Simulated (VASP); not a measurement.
# NaCl (F-43m) in VASP: further runs, part 3 of 3

VASP 6.6.1. The steps go on from the part before.

## Step 5: Relaxation of cell and atoms, PBE

This run uses another cell than the first one, of 24.75 Å³/atom, 0.811 times its volume.

Contents of INCAR:

```
SYSTEM = NaCl
ALGO = Normal
EDIFF = 1E-6
EDIFFG = -0.04
ENCUT = 600
GGA = PE
IBRION = 2
ISIF = 3
ISMEAR = 0
LASPH = .True.
LCHARG = .False.
LREAL = .False.
LWAVE = .False.
NELM = 80
NSW = 90
PREC = Accurate
SIGMA = 0.1
```

Contents of KPOINTS:

```
k-points
0
Gamma
  6 6 6
  0 0 0
```

Contents of POSCAR:

```
NaCl
1.0
    0.0000000000      2.9143486900      2.9143486900
    2.9143486900      0.0000000000      2.9143486900
    2.9143486900      2.9143486900      0.0000000000
Na Cl
1 1
Direct
    0.2500000000      0.2500000000      0.2500000000
    0.5000000000      0.5000000000      0.5000000000
```

Potentials or basis: VASP PAW PBE potentials, release 64 (Na_pv, Cl).

Launch:

```console
$ cat potpaw_PBE.64/Na_pv/POTCAR potpaw_PBE.64/Cl/POTCAR > POTCAR
$ mpirun -np 1 vasp_std > vasp.out
```

OUTCAR:

```text
SYSTEM = NaCl
   EDIFF = 1E-6
   EDIFFG = -0.04
   ENCUT = 600
   GGA = PE
   IBRION = 2
   ISIF = 3
   ISMEAR = 0
   LASPH = .True.
   LREAL = .False.
   NELM = 80
   NSW = 90
   PREC = Accurate

 ion  position               nearest neighbor table
   1  0.250  0.250  0.250-   2 2.52   2 2.52   2 2.52   2 2.52
   2  0.500  0.500  0.500-   1 2.52   1 2.52   1 2.52   1 2.52

  LATTYP: Found a face centered cubic cell.
 ALAT       =     5.8286973800

  Lattice vectors:

 A1 = (   0.0000000000,   2.9143486900,   2.9143486900)
 A2 = (   2.9143486900,   0.0000000000,   2.9143486900)
 A3 = (   2.9143486900,   2.9143486900,   0.0000000000)

Analysis of symmetry for initial positions (statically):
=====================================================================
 Subroutine PRICEL returns:
 Original cell was already a primitive cell.

 Routine SETGRP: Setting up the symmetry group for a
 face centered cubic supercell.

 Subroutine GETGRP returns: Found 24 space group operations
 (whereof 24 operations were pure point group operations)
 out of a pool of 48 trial point group operations.

The static configuration has the point symmetry T_d .

Analysis of symmetry for dynamics (positions and initial velocities):
=====================================================================
 Subroutine PRICEL returns:
 Original cell was already a primitive cell.

 Routine SETGRP: Setting up the symmetry group for a
 face centered cubic supercell.

 Subroutine GETGRP returns: Found 24 space group operations
 (whereof 24 operations were pure point group operations)
 out of a pool of 48 trial point group operations.

The dynamic configuration has the point symmetry T_d .

 Subroutine INISYM returns: Found 24 space group operations
 (whereof 24 operations are pure point group operations),
 and found     1 'primitive' translations

[... 96 lines left out ...]
   NELECT =      14.0000    total number of electrons
   NUPDOWN=      -1.0000    fix difference up-down
   EMIN   =  10.00;   EMAX   =-10.00  energy-range for DOS
   EFERMI =   0.00;   METHOD = LEGACY
   ISMEAR =     0;   SIGMA  =   0.10  broadening in eV -4-tet -1-fermi 0-gaus
   EFERMI_NEDOS =   21; number of points for ismear=-14 and -15
   IALGO  =     38    algorithm
   IMIX   =      4    mixing-type and parameters
     AMIX     =   0.40;   BMIX     =  1.00
     AMIX_MAG =   1.60;   BMIX_MAG =  1.00
  volume/ion in A,a.u.               =      24.75       167.04
  Fermi-wavevector in a.u.,A,eV,Ry     =   1.074565  2.030633 15.710509  1.154690
  Thomas-Fermi vector in A             =   2.210397
   LORBIT       =      0    0 simple, 1 ext, 2 COOP (PROOUT), +10 PAW based schemes
   GGA     = PE    functional components
   LHFCALC =     F    Hartree Fock is set to
   AEXX    =    0.0000 exact exchange contribution
   IVDW    =     0    specifies the selected vdW correction
   LEPSILON=     F    determine dielectric tensor
   LRPA    =     F    only Hartree local field effects (RPA)
 conjugate gradient relaxation of ions
 non-spin polarized calculation
 Gauss-broadening in eV      SIGMA  =   0.10
  energy-cutoff  :      600.00
  volume of cell :       49.51
 maximum number of plane-waves:      1676
 NGX is ok and might be reduce to    36
   NGX = 17   NGY = 17   NGZ = 17

--------------------------------------- Ionic step        1  -------------------------------------------

 number of electron      13.9999994 magnetization

 Free energy of the ion-electron system (eV)
  ---------------------------------------------------
  ext. energy  EPLUGINS =         0.00000000
  ---------------------------------------------------
  free energy    TOTEN  =        -6.46933979 eV

  energy without entropy =       -6.46933979  energy(sigma->0) =       -6.46933979

------------------------ aborting loop because EDIFF is reached ----------------------------------------

  FORCE on cell =-STRESS in cart. coord.  units (eV):
  Direction    XX          YY          ZZ          XY          YZ          ZX
  --------------------------------------------------------------------------------------
  -------------------------------------------------------------------------------------
  Total        1.7809408      1.7809408      1.7809408     -0.0000000     -0.0000000     -0.0000000
  in kB       57.6375523     57.6375523     57.6375523     -0.0000000     -0.0000000     -0.0000000
  external PRESSURE =      57.6375523 kB  Pullay stress =       0.0000000 kB
[... 95 lines left out ...]
--------------------------------------- Ionic step        4  -------------------------------------------

 number of electron      14.0000007 magnetization

 Free energy of the ion-electron system (eV)
  ---------------------------------------------------
  ext. energy  EPLUGINS =         0.00000000
  ---------------------------------------------------
  free energy    TOTEN  =        -6.64183620 eV

  energy without entropy =       -6.64183620  energy(sigma->0) =       -6.64183620

 E-fermi :  -2.1099     XC(G=0):  -6.7253

 val. band max:       -2.5352642372   @ k =   0.0000   0.0000   0.0000
 cond. band min:       2.3187405913   @ k =   0.0000   0.0000   0.0000
 fundamental gap:      4.8540048284
 Fermi energy:        -2.1098871473

 k-point     1 :       0.0000    0.0000    0.0000
  band No.  band energies     occupation
      1     -23.2284      2.00000
      2     -23.2284      2.00000
      3     -23.2284      2.00000
      4     -14.6156      2.00000
      5      -2.5353      2.00000
      6      -2.5353      2.00000
      7      -2.5353      2.00000
      8       2.3187      0.00000
      9       8.5730      0.00000
     10       8.5730      0.00000
     11       8.5730      0.00000
[... 237 lines left out ...]
  FREE ENERGIE OF THE ION-ELECTRON SYSTEM (eV)
  ---------------------------------------------------
  free  energy   TOTEN  =        -6.6418362042 eV

  energy  without entropy=       -6.6418362042  energy(sigma->0) =       -6.64183620

 reached required accuracy - stopping structural energy minimisation
```

OSZICAR:

```text
N       E                     dE             d eps       ncg     rms          rms(c)
DAV:   1     0.100494829869E+03    0.10049E+03   -0.77471E+03   355   0.139E+03
DAV:   2     0.266147457534E+01   -0.97833E+02   -0.92207E+02   428   0.284E+02
DAV:   3    -0.653736786351E+01   -0.91988E+01   -0.91396E+01   429   0.853E+01
[... 33 lines left out ...]
DAV:   2    -0.664691123933E+01    0.26596E-01   -0.48804E-02   400   0.228E+00    0.459E-01
DAV:   3    -0.664239365854E+01    0.45176E-02   -0.10189E-02   394   0.114E+00    0.215E-01
DAV:   4    -0.664184686539E+01    0.54679E-03   -0.30152E-04   391   0.247E-01    0.202E-02
DAV:   5    -0.664183684083E+01    0.10025E-04   -0.28735E-05   364   0.625E-02    0.992E-03
DAV:   6    -0.664183620424E+01    0.63660E-06   -0.30053E-06   376   0.283E-02
   4 F= -.66418362E+01 E0= -.66418362E+01  d E =-.172496E+00
```

CONTCAR:

```text
NaCl
   1.00000000000000
    -0.0000000000000000    3.1245289994412850    3.1245289994412850
     3.1245289994412850    0.0000000000000000    3.1245289994412850
     3.1245289994412850    3.1245289994412850   -0.0000000000000000
  Na              Cl
     1     1
Direct
     0.2500000000000000    0.2500000000000000    0.2500000000000000
     0.5000000000000000    0.5000000000000000    0.5000000000000000

  0.00000000E+00  0.00000000E+00  0.00000000E+00
  0.00000000E+00  0.00000000E+00  0.00000000E+00
```

Run time: 26 s. Hardware: 1 thread of Intel Xeon Platinum 8488C (Sapphire Rapids), shared host; peak memory 0.19 GiB.

Results:

```
Free energy                            : -6.6418 eV
Relaxed volume                         : 30.50 Å³/atom
Relaxed cell                           : a = 4.419 Å, b = 4.419 Å, c = 4.419 Å, α = 60.00°, β = 60.00°, γ = 60.00°
Space group after relaxing (to 0.05 Å) : F-43m (No. 216)
Energy gained by relaxing              : 86.2 meV/atom
Ionic steps                            : 4
Pressure after relaxing                : 0.0 GPa
Band gap on the k mesh                 : 4.85 eV, direct
```

Step by step:
```
step  energy change (eV)  largest force (eV/Å)  pressure (GPa)  volume (Å³)
   1              0.0000                0.0000            5.76        49.51
   2             -0.1475                0.0000            1.74        56.16
   3             -0.1711                0.0000            0.38        59.87
   4             -0.1725                0.0000            0.04        61.01
```

Final structure:
```yaml
crystal:
  lattice:
    - [0.00000, 3.12453, 3.12453]
    - [3.12453, 0.00000, 3.12453]
    - [3.12453, 3.12453, 0.00000]
  atoms:
    - { symbol: Na, position: [0.25000, 0.25000, 0.25000] }
    - { symbol: Cl, position: [0.50000, 0.50000, 0.50000] }
```

Caveat: the volume moved by over 15 % at a fixed basis, so the end points are rough. PBE gaps usually lie below the measured ones, often by a third to a half.

## Step 6: The runs side by side

| task | level | cell | cutoff (eV) | smearing | gap on the mesh (eV) | pressure (GPa) |
| --- | --- | --- | --- | --- | --- | --- |
| single point | PBE | a = 4.420 Å, angles 60.0°, 2 atoms | 520 | gaussian 0.02 eV | 4.85 | 0.0 |
| single point | r2SCAN | a = 4.420 Å, angles 60.0°, 2 atoms | 520 | gaussian 0.02 eV | 5.48 | -0.7 |
| relaxation of cell and atoms | PBE | relaxed from a = 4.122 Å, angles 60.0°, 2 atoms | 600 | gaussian 0.1 eV | 4.85 | 0.0 |

Alike in all rows: potentials or basis VASP PAW PBE potentials, release 64 (Na_pv, Cl); no spin polarisation; k mesh 6 × 6 × 6.

Caveats: the PAW data sets were made with another functional, which shifts forces and pressure a little (some runs); the volume moved by over 15 % at a fixed basis, so the end points are rough (some runs).

Total energies depend on the potentials used, so only differences within one code and one set of settings carry meaning.
